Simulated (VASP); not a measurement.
RbBr, 2 atoms in the cell. It takes space group Fm-3m (No. 225, cubic). Conventional cell: a = 6.808 Å, b = 6.808 Å, c = 6.808 Å, α = 90.00°, β = 90.00°, γ = 90.00°. Rb (site symmetry m-3m) has 6 Br at 3.40 Å within 4.5 Å. Br (site symmetry m-3m) has 6 Rb at 3.40 Å within 4.5 Å. 

```yaml
Program: VASP 6.6.1
Task: single point
Functional: r2SCAN
Potentials_or_basis: VASP PAW PBE potentials, release 64 (Rb_sv, Br)
Cutoff: 520 eV
k_mesh: 7 × 7 × 7
Occupations: fermi-dirac, width 0.05 eV
Spin: no spin polarisation
Dipole_correction: no
Further_INCAR_settings: ALGO = Normal; EDIFF = 1e-06; NBANDS = 15
```

Potentials or basis: VASP PAW PBE potentials, release 64 (Rb_sv, Br).

Command:

```console
$ cat potpaw_PBE.64/Rb_sv/POTCAR potpaw_PBE.64/Br/POTCAR > POTCAR
$ cp INCAR.step1 INCAR
$ mpirun -np 1 vasp_std > vasp.out
$ cp INCAR.step2 INCAR
$ mpirun -np 1 vasp_std > vasp.out
```

Hardware: 1 thread of Intel Xeon 8259CL, on a shared host.

Q: Estimate the wall time of this run.

A: Wall time 2.2 min on 1 thread of Intel Xeon 8259CL, on a shared host, peak memory 0.22 GiB. Counts: k points 20.
